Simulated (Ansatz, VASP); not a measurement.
**One calculation of NiSbH, two programs**

```xyz
6
Lattice="4.2921 0.0000 0.0000 -2.1461 3.7171 0.0000 0.0000 0.0000 4.7747" Properties=species:S:1:pos:R:3 pbc="T T T"
Ni    2.1461    3.7171    4.7747
Ni    2.1461    3.7171    2.3873
Sb    0.0000    2.4780    1.1937
Sb    2.1461    1.2390    3.5810
H     0.0000    2.4780    3.5810
H     2.1461    1.2390    1.1937
```

Alike in both runs: functional PBE; k mesh 6 × 6 × 4; occupations gaussian, width 0.1 eV; no spin polarisation.

Ansatz relaxed the structure, and its values are those at the end. VASP's run is a single point on that final structure, the one shown.

|  | VASP | Ansatz |
| --- | --- | --- |
| version | VASP 6.6.1 | Ansatz 0.2.0 |
| potentials or method | VASP PAW PBE potentials, release 64 (Ni, Sb, H), cutoff 520 eV | scalar-relativistic, plane waves, PAW |
| valence electrons in the cell | 32 | 68 |

|  | VASP | Ansatz | Ansatz less VASP |
| --- | --- | --- | --- |
| gap on the k mesh at the Fermi level (eV) | none | none | - |
| pressure (GPa) | -0.2 | 0.0 | +0.20 |

A gap of «none» marks a metal or a gap that the smearing closes. With one functional, cell and mesh, what is left measures potentials, basis and numerics. VASP's potentials hold 32 valence electrons a cell and Ansatz's 68, so a difference there can come from the potentials and not from the codes.

Neither program's run includes spin-orbit coupling.
